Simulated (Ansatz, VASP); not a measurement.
SiNi3: VASP beside Ansatz

```
Si Ni
1.0
     3.55110    0.00000    0.00000
     0.00000    3.55110    0.00000
     0.00000    0.00000    3.55110
Si Ni
1 3
Direct
  0.00000 0.00000 0.00000
  0.00000 0.50000 0.50000
  0.50000 0.00000 0.50000
  0.50000 0.50000 0.00000
```

Alike in both runs: task relaxation of cell and atoms; functional PBE; k mesh 6 × 6 × 6; occupations gaussian, width 0.1 eV; no spin polarisation.

|  | VASP | Ansatz |
| --- | --- | --- |
| version | VASP 6.6.1 | Ansatz 0.2.0 |
| potentials or method | VASP PAW PBE potentials, release 64 (Si, Ni), cutoff 600 eV | scalar-relativistic, plane waves, PAW |
| valence electrons in the cell | 34 | 58 |

Ansatz gave:

| Property | Result |
| --- | --- |
| gap on the k mesh at the Fermi level, each at its own relaxed structure (eV) | none |
| relaxed volume (Å³/atom) | 10.76 |
| relaxed cell length with the largest relative difference (Å) | 3.505 |

Q: Estimate VASP's values.

A: gap on the k mesh at the Fermi level, each at its own relaxed structure (eV): none; relaxed volume (Å³/atom): 10.79; relaxed cell length with the largest relative difference (Å): 3.508.

A gap of «none» marks a metal or a gap that the smearing closes. VASP's potentials hold 34 valence electrons a cell and Ansatz's 58, so a difference there can come from the potentials and not from the codes.
